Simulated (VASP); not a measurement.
# WSe2 (P6_3/mmc) in VASP: notebook, part 2 of 2

VASP 6.6.1. The steps go on from the part before.

### 3 Single point, PBE+D3(BJ)

This run uses another cell than the first one, of the same volume but with other edges.

File INCAR:

```
SYSTEM = WSe2
PREC = Accurate
ENCUT = 520
EDIFF = 1E-7
ISMEAR = 0
SIGMA = 0.05
LREAL = .FALSE.
LASPH = .TRUE.
NELM = 80
ALGO = Normal
ISIF = 2
LWAVE = .FALSE.
LCHARG = .FALSE.
GGA = PE
IVDW = 12
NBANDS = 35
```

File KPOINTS:

```
regular mesh
0
G
  12 12 4
  0 0 0
```

File POSCAR:

```
WSe2
1.0
    3.3239513274      0.0000000000      0.0000000000
   -1.6619756637      2.8786262904      0.0000000000
    0.0000000000      0.0000000000     12.4452667521
W Se
2 4
Direct
    0.3333333333      0.6666666667      0.2500000000
    0.6666666667      0.3333333333      0.7500000000
    0.3333333333      0.6666666667      0.6182912222
    0.6666666667      0.3333333333      0.1182912222
    0.3333333333      0.6666666667      0.8817087778
    0.6666666667      0.3333333333      0.3817087778
```

Potentials or basis: VASP PAW PBE potentials, release 64 (W_sv, Se).

Run with:

```bash
$ cat potpaw_PBE.64/W_sv/POTCAR potpaw_PBE.64/Se/POTCAR > POTCAR
$ mpirun -np 1 vasp_std > vasp.out
```

OUTCAR:

```text
SYSTEM = WSe2
   PREC = Accurate
   ENCUT = 520
   EDIFF = 1E-7
   ISMEAR = 0
   LREAL = .FALSE.
   LASPH = .TRUE.
   NELM = 80
   ISIF = 2
   GGA = PE
   IVDW = 12
 IVDW          = 12

 ion  position               nearest neighbor table
   1  0.333  0.667  0.250-   4 2.52   6 2.52   4 2.52   6 2.52   4 2.52   6 2.52
   2  0.667  0.333  0.750-   3 2.52   5 2.52   3 2.52   5 2.52   3 2.52   5 2.52
   3  0.333  0.667  0.618-   2 2.52   2 2.52   2 2.52
   4  0.667  0.333  0.118-   1 2.52   1 2.52   1 2.52
   5  0.333  0.667  0.882-   2 2.52   2 2.52   2 2.52
   6  0.667  0.333  0.382-   1 2.52   1 2.52   1 2.52
[... 1126 lines left out ...]
  -------------------------------------------------------------------------------------
  Total      -0.82220    -0.82220     4.11204    -0.00000    -0.00000     0.00000
  in kB     -11.06228   -11.06228    55.32524    -0.00000    -0.00000     0.00000
  external pressure =       11.07 kB  Pullay stress =        0.00 kB

 VOLUME and BASIS-vectors are now :
 -----------------------------------------------------------------------------
  energy-cutoff  :      520.00
  volume of cell :      119.08
      direct lattice vectors                 reciprocal lattice vectors
     3.323951327  0.000000000  0.000000000     0.300846764  0.173693960  0.000000000
    -1.661975664  2.878626290  0.000000000     0.000000000  0.347387920  0.000000000
     0.000000000  0.000000000 12.445266752     0.000000000  0.000000000  0.080351833

 POSITION                                       TOTAL-FORCE (eV/Angst)
 -----------------------------------------------------------------------------------
     -0.00000      1.91908      3.11132        -0.000000     -0.000000      0.000000
      1.66198      0.95954      9.33395        -0.000000      0.000000      0.000000
     -0.00000      1.91908      7.69480         0.000000      0.000000     -0.501094
      1.66198      0.95954      1.47217         0.000000     -0.000000     -0.501094
     -0.00000      1.91908     10.97310         0.000000      0.000000      0.501094
      1.66198      0.95954      4.75047        -0.000000     -0.000000      0.501094
 -----------------------------------------------------------------------------------
    total drift:                               -0.000000      0.000000     -0.000000

  FREE ENERGIE OF THE ION-ELECTRON SYSTEM (eV)
  ---------------------------------------------------
  free  energy   TOTEN  =       -45.8626714561 eV

  energy  without entropy=      -45.8626714561  energy(sigma->0) =      -45.86267146
```

OSZICAR:

```text
N       E                     dE             d eps       ncg     rms          rms(c)
DAV:   1     0.502208529363E+03    0.50221E+03   -0.27952E+04  4390   0.146E+03
DAV:   2    -0.134670300888E+02   -0.51568E+03   -0.49794E+03  4627   0.393E+02
DAV:   3    -0.442419859496E+02   -0.30775E+02   -0.30269E+02  4884   0.907E+01
DAV:   4    -0.449051214529E+02   -0.66314E+00   -0.65958E+00  4787   0.136E+01
DAV:   5    -0.449135270328E+02   -0.84056E-02   -0.83982E-02  4769   0.165E+00    0.299E+01
DAV:   6    -0.433712970618E+02    0.15422E+01   -0.60224E+00  4394   0.162E+01    0.107E+01
DAV:   7    -0.431593660302E+02    0.21193E+00   -0.24521E+00  4166   0.782E+00    0.568E+00
DAV:   8    -0.430064299787E+02    0.15294E+00   -0.33033E-01  4375   0.402E+00    0.125E+00
DAV:   9    -0.430088295017E+02   -0.23995E-02   -0.51503E-02  4738   0.111E+00    0.838E-01
DAV:  10    -0.430074047609E+02    0.14247E-02   -0.11725E-02  4375   0.728E-01    0.134E-01
DAV:  11    -0.430074259990E+02   -0.21238E-04   -0.16295E-03  4359   0.260E-01    0.183E-01
DAV:  12    -0.430073784244E+02    0.47575E-04   -0.61907E-05  4568   0.530E-02    0.111E-01
DAV:  13    -0.430073775629E+02    0.86157E-06   -0.74346E-05  4324   0.514E-02    0.105E-02
DAV:  14    -0.430073782888E+02   -0.72591E-06   -0.61703E-06  4956   0.127E-02    0.832E-03
DAV:  15    -0.430073782965E+02   -0.77307E-08   -0.50517E-07  4080   0.360E-03
   1 F= -.45862671E+02 E0= -.45862671E+02  d E =-.112764E-21
```

stdout:

```text
POSCAR found type information on POSCAR W Se
 POSCAR found :  2 types and       6 ions
 scaLAPACK will be used
 LDA part: xc-table for (Slater+PW92), standard interpolation
 POSCAR, INCAR and KPOINTS ok, starting setup
 FFT: planning ... GRIDC
 FFT: planning ... GRID_SOFT
 FFT: planning ... GRID
 WAVECAR not read
 entering main loop
```

Run time: 2.5 min. Hardware: 1 thread of Intel Xeon 6975P-C (Granite Rapids), shared host; peak memory 0.38 GiB.

What came out:

| Item | Value |
| --- | --- |
| Free energy | -45.8627 eV |
| Pressure | 1.1 GPa |
| Largest force | 0.501 eV/Å |
| Band gap on the k mesh | 0.80 eV (least direct gap 1.33 eV) |
| Dispersion energy per atom | -0.476 eV |

Forces in eV/Å, atoms in the order of the input:
```
W    0.000  0.000  0.000
W    0.000  0.000  0.000
Se   0.000  0.000 -0.501
Se   0.000  0.000 -0.501
Se   0.000  0.000  0.501
Se   0.000  0.000  0.501
```

Stress tensor (GPa, compression positive):
```
-1.11  0.00  0.00
 0.00 -1.11  0.00
 0.00  0.00  5.53
```

Caveat: the stress differs along the axes, from -1 to 6 GPa; spin-orbit coupling is left out, which moves the levels of the heavy elements.

### 4 Single point, PBE+D3(BJ)

This run uses another cell than the first one, of the same volume but with other edges.

File INCAR:

```
SYSTEM = WSe2
PREC     = Accurate       ! precision mode
ENCUT    = 520            ! plane-wave cutoff, eV
EDIFF    = 1E-6           ! SCF threshold, eV
ISMEAR   = 0              ! smearing method
SIGMA    = 0.05           ! smearing width, eV
LREAL    = .FALSE.        ! projectors in reciprocal space
LASPH    = .TRUE.         ! aspherical terms in the spheres
NELM     = 80             ! most SCF steps
ALGO     = Normal         ! electronic algorithm
ISIF     = 2              ! what is computed and relaxed
LWAVE    = .FALSE.        ! write WAVECAR
LCHARG   = .FALSE.        ! write CHGCAR
GGA      = PE             ! functional
IVDW     = 12             ! dispersion correction
NBANDS   = 35             ! bands
```

KPOINTS is that of step 3.

Changes to POSCAR since step 3:

```diff
@@ -2,5 +2,5 @@
 1.0
-    3.3239513274      0.0000000000      0.0000000000
-   -1.6619756637      2.8786262904      0.0000000000
-    0.0000000000      0.0000000000     12.4452667521
+    3.2261307680      0.0000000000      0.0000000000
+   -1.6130653840      2.7939112010      0.0000000000
+    0.0000000000      0.0000000000     13.2114226702
 W Se
```

Potentials or basis: VASP PAW PBE potentials, release 64 (W_sv, Se).

Run with:

```bash
$ cat potpaw_PBE.64/W_sv/POTCAR potpaw_PBE.64/Se/POTCAR > POTCAR
$ mpirun -np 1 vasp_std > vasp.out
```

OUTCAR:

```text
SYSTEM = WSe2
   PREC = Accurate
   ENCUT = 520
   EDIFF = 1E-6
   ISMEAR = 0
   LREAL = .FALSE.
   LASPH = .TRUE.
   NELM = 80
   ISIF = 2
   GGA = PE
   IVDW = 12
 IVDW          = 12

 ion  position               nearest neighbor table
   1  0.333  0.667  0.250-   4 2.55   6 2.55   4 2.55   6 2.55   4 2.55   6 2.55
   2  0.667  0.333  0.750-   3 2.55   5 2.55   3 2.55   5 2.55   3 2.55   5 2.55
   3  0.333  0.667  0.618-   2 2.55   2 2.55   2 2.55
   4  0.667  0.333  0.118-   1 2.55   1 2.55   1 2.55
   5  0.333  0.667  0.882-   2 2.55   2 2.55   2 2.55
   6  0.667  0.333  0.382-   1 2.55   1 2.55   1 2.55
[... 1126 lines left out ...]
  -------------------------------------------------------------------------------------
  Total       1.60720     1.60720    -4.27143     0.00000    -0.00000     0.00000
  in kB      21.62408    21.62408   -57.46982     0.00000    -0.00000     0.00000
  external pressure =       -4.74 kB  Pullay stress =        0.00 kB

 VOLUME and BASIS-vectors are now :
 -----------------------------------------------------------------------------
  energy-cutoff  :      520.00
  volume of cell :      119.08
      direct lattice vectors                 reciprocal lattice vectors
     3.226130768  0.000000000  0.000000000     0.309968836  0.178960591  0.000000000
    -1.613065384  2.793911201  0.000000000     0.000000000  0.357921182  0.000000000
     0.000000000  0.000000000 13.211422670     0.000000000  0.000000000  0.075692075

 POSITION                                       TOTAL-FORCE (eV/Angst)
 -----------------------------------------------------------------------------------
     -0.00000      1.86261      3.30286         0.000000     -0.000000      0.000000
      1.61307      0.93130      9.90857        -0.000000      0.000000      0.000000
     -0.00000      1.86261      8.16851        -0.000000     -0.000000      0.495436
      1.61307      0.93130      1.56280         0.000000      0.000000      0.495436
     -0.00000      1.86261     11.64863        -0.000000     -0.000000     -0.495436
      1.61307      0.93130      5.04292         0.000000      0.000000     -0.495436
 -----------------------------------------------------------------------------------
    total drift:                               -0.000000      0.000000     -0.000000

  FREE ENERGIE OF THE ION-ELECTRON SYSTEM (eV)
  ---------------------------------------------------
  free  energy   TOTEN  =       -45.8373426075 eV

  energy  without entropy=      -45.8373426075  energy(sigma->0) =      -45.83734261
```

OSZICAR:

```text
N       E                     dE             d eps       ncg     rms          rms(c)
DAV:   1     0.495891940680E+03    0.49589E+03   -0.27850E+04  4438   0.145E+03
DAV:   2    -0.138399295070E+02   -0.50973E+03   -0.49300E+03  4621   0.392E+02
DAV:   3    -0.442182803429E+02   -0.30378E+02   -0.29751E+02  4872   0.891E+01
DAV:   4    -0.448649574328E+02   -0.64668E+00   -0.64345E+00  4751   0.134E+01
DAV:   5    -0.448732581254E+02   -0.83007E-02   -0.82918E-02  4822   0.164E+00    0.295E+01
DAV:   6    -0.434269393315E+02    0.14463E+01   -0.56913E+00  4523   0.158E+01    0.105E+01
DAV:   7    -0.432254145211E+02    0.20152E+00   -0.34041E+00  4287   0.865E+00    0.566E+00
DAV:   8    -0.429856201198E+02    0.23979E+00   -0.52550E-01  4424   0.483E+00    0.139E+00
DAV:   9    -0.429900631904E+02   -0.44431E-02   -0.79455E-02  4648   0.135E+00    0.108E+00
DAV:  10    -0.429874440682E+02    0.26191E-02   -0.17013E-02  4409   0.885E-01    0.138E-01
DAV:  11    -0.429874736366E+02   -0.29568E-04   -0.17901E-03  4372   0.275E-01    0.190E-01
DAV:  12    -0.429874191379E+02    0.54499E-04   -0.75533E-05  4702   0.508E-02    0.121E-01
DAV:  13    -0.429874110671E+02    0.80708E-05   -0.98106E-05  4527   0.598E-02    0.836E-03
DAV:  14    -0.429874115013E+02   -0.43417E-06   -0.52018E-06  4349   0.123E-02
   1 F= -.45837343E+02 E0= -.45837343E+02  d E =-.298885E-21
```

stdout:

```text
POSCAR found type information on POSCAR W Se
 POSCAR found :  2 types and       6 ions
 scaLAPACK will be used
 LDA part: xc-table for (Slater+PW92), standard interpolation
 POSCAR, INCAR and KPOINTS ok, starting setup
 FFT: planning ... GRIDC
 FFT: planning ... GRID_SOFT
 FFT: planning ... GRID
 WAVECAR not read
 entering main loop
```

Wall time 1.7 min (1 thread of Intel Xeon 6975P-C (Granite Rapids), shared host); peak memory 0.35 GiB.

What came out:

| Item | Value |
| --- | --- |
| Free energy | -45.8373 eV |
| Pressure | -0.5 GPa |
| Largest force | 0.495 eV/Å |
| Band gap on the k mesh | 0.90 eV (least direct gap 1.70 eV) |
| Dispersion energy per atom | -0.475 eV |

Forces on the atoms (eV/Å):
```
W    0.000  0.000  0.000
W    0.000  0.000  0.000
Se   0.000  0.000  0.495
Se   0.000  0.000  0.495
Se   0.000  0.000 -0.495
Se   0.000  0.000 -0.495
```

Stress tensor (GPa, compression positive):
```
 2.16  0.00  0.00
 0.00  2.16  0.00
 0.00  0.00 -5.75
```

Levels at points of the mesh, in eV from the valence-band top:
```csv
k point,band 23,band 24,band 25,band 26,band 27,band 28,band 29,band 30
"(0.00, 0.00, 0.00)",-1.03,-0.97,-0.97,-0.13,2.93,2.93,2.96,2.96
"(0.50, 0.00, 0.00)",-1.31,-1.21,-0.91,-0.64,2.40,2.61,2.64,2.95
"(0.00, 0.00, 0.50)",-1.00,-1.00,-0.38,-0.38,2.94,2.94,2.94,2.94
"(0.50, 0.00, 0.50)",-1.25,-1.25,-0.78,-0.78,2.63,2.63,2.69,2.69
```

Caveat: the stress differs along the axes, from -6 to 2 GPa; spin-orbit coupling is left out, which moves the levels of the heavy elements.

### 5 Summary

```csv
cell,gap on the mesh (eV),pressure (GPa),largest force (eV/Å)
"a = 3.176, b = 3.176, c = 13.628 Å, angles 90.0, 90.0, 120.0°, 6 atoms",0.74,-1.0,1.01
"a = 3.324, b = 3.324, c = 12.445 Å, angles 90.0, 90.0, 120.0°, 6 atoms",0.80,1.1,0.50
"a = 3.226, b = 3.226, c = 13.211 Å, angles 90.0, 90.0, 120.0°, 6 atoms",0.90,-0.5,0.50
```

Alike in all rows: task single point; level PBE+D3(BJ); potentials or basis VASP PAW PBE potentials, release 64 (W_sv, Se); no spin polarisation; k mesh 12 × 12 × 4; cutoff (eV) 520; smearing gaussian 0.05 eV.

Caveats: spin-orbit coupling is left out, which moves the levels of the heavy elements; the stress differs along the axes, from -12 to 4 GPa (at least some runs); forces of over 1 eV/Å act on the atoms, so gaps and moduli don't describe the material at rest (at least some runs); the stress differs along the axes, from -1 to 6 GPa (at least some runs); the stress differs along the axes, from -6 to 2 GPa (at least some runs).

Total energies depend on the potentials used, so only differences within one code and one set of settings carry meaning.
